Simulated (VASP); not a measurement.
KBr, 2 atoms in the cell. It takes space group I4/mmm (No. 139, tetragonal). Conventional cell: a = 4.517 Å, b = 4.517 Å, c = 6.783 Å, α = 90.00°, β = 90.00°, γ = 90.00°. Within 4.2 Å of K (site symmetry 4/mmm) lie 6 Br at 3.19 to 3.39 Å. Br (site symmetry 4/mmm) has 6 K at 3.19 to 3.39 Å within 4.2 Å.  This cell differs from its parent crystal: strain -0.030 along x and y, +0.030 along z.

```yaml
Program: VASP 6.6.1
Task: single point
Functional: r2SCAN
Potentials_or_basis: VASP PAW PBE potentials, release 64 (K_sv, Br)
Cutoff: 520 eV
k_mesh: 6 × 6 × 6
Occupations: gaussian, width 0.05 eV
Spin: no spin polarisation
Dipole_correction: no
Further_INCAR_settings: ALGO = Normal; EDIFF = 1e-06; NBANDS = 15
```

Potentials or basis: VASP PAW PBE potentials, release 64 (K_sv, Br).

Launch:

```bash
$ cat potpaw_PBE.64/K_sv/POTCAR potpaw_PBE.64/Br/POTCAR > POTCAR
$ cp INCAR.step1 INCAR
$ mpirun -np 1 vasp_std > vasp.out
$ cp INCAR.step2 INCAR
$ mpirun -np 1 vasp_std > vasp.out
```

Hardware: 1 thread of AMD EPYC 9R45 96-Core Processor (Zen 5), with other jobs on the host.

Task: Estimate the wall time of this run.

Result: Run time: 92 s on 1 thread of AMD EPYC 9R45 96-Core Processor (Zen 5), on a shared host, peak memory 0.19 GiB. Counts: k points 30.
